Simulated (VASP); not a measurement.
# ScAl2: single point with r2SCAN

ScAl2:

```
Sc Al
1.0
     0.00000    3.92876    3.92876
     3.92876    0.00000    3.92876
     3.78515    3.78515    0.14361
Sc Al
2 4
Direct
  0.49919 0.49919 0.50244
  0.75081 0.75081 0.74756
  0.12500 0.12500 0.12500
  0.62500 0.12500 0.12500
  0.12500 0.62500 0.12500
  0.12500 0.12500 0.62500
```

This cell differs from its parent crystal: biaxial strain in the a-b plane: +4.0 %, then relaxed in part.

```yaml
Program: VASP 6.6.1
Task: single point
Functional: r2SCAN
Potentials_or_basis: VASP PAW PBE potentials, release 64 (Sc_sv, Al)
Cutoff: 520 eV
k_mesh: 8 × 8 × 8
Occupations: gaussian, width 0.1 eV
Spin: no spin polarisation
Dipole_correction: no
Further_INCAR_settings: ALGO = Normal; EDIFF = 1e-07; NBANDS = 26
```

```yaml
Pressure: -4.8 GPa
Band_gap_on_the_k_mesh: zero (bands 17 and 18 overlap by 2.39 eV)
```

Stress tensor (GPa, compression positive):
```
-4.80  2.40 -2.40
 2.40 -4.80 -2.40
-2.40 -2.40 -4.80
```

Levels at points of the mesh, in eV from the Fermi level:
```csv
k point,band 14,band 15,band 16,band 17,band 18,band 19,band 20,band 21
"(0.00, 0.00, 0.00)",-2.65,-2.36,-2.25,-1.72,-1.72,0.34,2.04,2.04
"(0.50, 0.00, 0.00)",-2.18,-1.83,-0.32,-0.28,-0.04,1.55,1.61,1.99
"(0.50, 0.50, 0.00)",-3.64,0.23,0.31,0.67,0.67,0.75,0.97,1.10
"(0.00, 0.00, 0.50)",-2.13,-2.13,-0.41,-0.09,-0.09,1.72,1.72,1.97
```

It took 6.8 min on 1 thread of AMD EPYC 9R45 96-Core Processor (Zen 5), with other jobs on the host, peak memory 0.35 GiB.

Caveat: the cell differs from its parent crystal (biaxial strain in the a-b plane: +4.0 %, then relaxed in part); the cell stands under tension; the PAW data sets were made with another functional, which shifts forces and pressure a little.
